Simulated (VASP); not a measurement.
Input of a VASP 6.6.1 run:

File POSCAR:

```
IrO
1.0
    0.0000000000      2.4989480711      2.4989480711
    2.4989480711      0.0000000000      2.4989480711
    2.4989480711      2.4989480711      0.0000000000
Ir O
1 1
Direct
    0.0000000000      0.0000000000      0.0000000000
    0.2500000000      0.2500000000      0.2500000000
```

The input INCAR.step1:

```
  PREC = Accurate
  ENCUT = 520
  ISMEAR = 0
  SIGMA = 0.1
  LREAL = False
  LASPH = True
  NELM = 60
  NBANDS = 14
  GGA = PE
  ALGO = Normal
  EDIFF = 1E-4
  LWAVE = True
  LCHARG = False
```

File INCAR.step2:

```
  PREC = Accurate
  ENCUT = 520
  EDIFF = 1E-6
  ISMEAR = 0
  SIGMA = 0.1
  LREAL = False
  LASPH = True
  NELM = 60
  ALGO = Normal
  ISIF = 2
  LWAVE = False
  LCHARG = False
  METAGGA = R2SCAN
  LMIXTAU = True
  NBANDS = 14
  ISTART = 1
```

Contents of KPOINTS:

```
Automatic mesh
0
Gamma
  16 16 16
```

Potentials or basis: VASP PAW PBE potentials, release 64 (Ir, O).

The run is started by

```bash
$ cat potpaw_PBE.64/Ir/POTCAR potpaw_PBE.64/O/POTCAR > POTCAR
$ cp INCAR.step1 INCAR
$ mpirun -np 1 vasp_std > vasp.out
$ cp INCAR.step2 INCAR
$ mpirun -np 1 vasp_std > vasp.out
```

(1) Predict the pressure.

Results:

(1) -21.3 GPa.

Caveat: the PAW data sets were made with another functional, which shifts forces and pressure a little; an odd number of electrons without spin polarisation forces a metal; a magnetic or distorted state may lie lower.
